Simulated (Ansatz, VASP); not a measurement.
# ZnSe: VASP beside Ansatz

POSCAR

```
ZnSe
1.0
    0.0000000000      2.6063096149      2.7196274243
    2.6063096149      0.0000000000      2.7196274243
    2.6063096149      2.6063096149      0.0000000000
Zn Se
1 1
Direct
    0.0000000000      0.0000000000      0.0000000000
    0.7500000000      0.7500000000      0.7500000000
```

INCAR.step1

```
ALGO     = Normal         # electronic algorithm
EDIFF    = 1E-4           # SCF threshold, eV
ENCUT    = 520            # plane-wave cutoff, eV
GGA      = PE             # functional
ISMEAR   = 0              # smearing method
LASPH    = True           # aspherical terms in the spheres
LCHARG   = False          # write CHGCAR
LREAL    = False          # projectors in reciprocal space
LWAVE    = True           # write WAVECAR
NBANDS   = 16             # bands
NELM     = 80             # most SCF steps
PREC     = Accurate       # precision mode
SIGMA    = 0.05           # smearing width, eV
```

File INCAR.step2:

```
ALGO     = Normal         # electronic algorithm
EDIFF    = 1E-6           # SCF threshold, eV
ENCUT    = 520            # plane-wave cutoff, eV
ISIF     = 2              # what is computed and relaxed
ISMEAR   = 0              # smearing method
ISTART   = 1            
LASPH    = True           # aspherical terms in the spheres
LCHARG   = False          # write CHGCAR
LMIXTAU  = True         
LREAL    = False          # projectors in reciprocal space
LWAVE    = False          # write WAVECAR
METAGGA  = R2SCAN         # meta-GGA
NBANDS   = 16             # bands
NELM     = 80             # most SCF steps
PREC     = Accurate       # precision mode
SIGMA    = 0.05           # smearing width, eV
```

The input KPOINTS:

```
k-points
0
Gamma
  8 8 8
```

Input for Ansatz:

```yaml
crystal:
  lattice:
    - [0.0, 2.6063096149, 2.7196274243]
    - [2.6063096149, 0.0, 2.7196274243]
    - [2.6063096149, 2.6063096149, 0.0]
  atoms:
    - { symbol: Zn, position: [0.0, 0.0, 0.0] }
    - { symbol: Se, position: [0.75, 0.75, 0.75] }
basis:
  ecutwfc: 500
kpoints:
  mp_grid: { grid: [8, 8, 8] }
hamiltonian:
  xc: r2scan
scf:
  occupations: { method: gaussian, width: 0.05 }
output:
  forces: true
  stress: true
  eigenvalues: true
  write_density: true
  write_potential: true
  elf: true
  volumetric_format: npy
```

Change from the starting cell: strain -0.080 along x and y, -0.040 along z, atoms carried along.

Alike in both runs: task single point; functional r2SCAN; k mesh 8 × 8 × 8; occupations gaussian, width 0.05 eV; no spin polarisation.

|  | VASP | Ansatz |
| --- | --- | --- |
| version | VASP 6.6.1 | Ansatz 0.2.0 |
| potentials or method | VASP PAW PBE potentials, release 64 (Zn, Se), cutoff 520 eV | scalar-relativistic, plane waves, PAW |
| valence electrons in the cell | 18 | 28 |

```csv
,VASP,Ansatz,Ansatz less VASP
gap on the k mesh at the Fermi level (eV),2.63,2.63,+0.007
least direct gap on the mesh (eV),2.77,2.74,-0.022
pressure (GPa),21.7,21.4,-0.31
"traceless stress, the component that is largest in VASP (GPa)",-0.84,-0.85,-0.015
```

VASP's potentials were made for PBE, not for r2SCAN. VASP's potentials hold 18 valence electrons a cell and Ansatz's 28, so a difference there can come from the potentials and not from the codes.
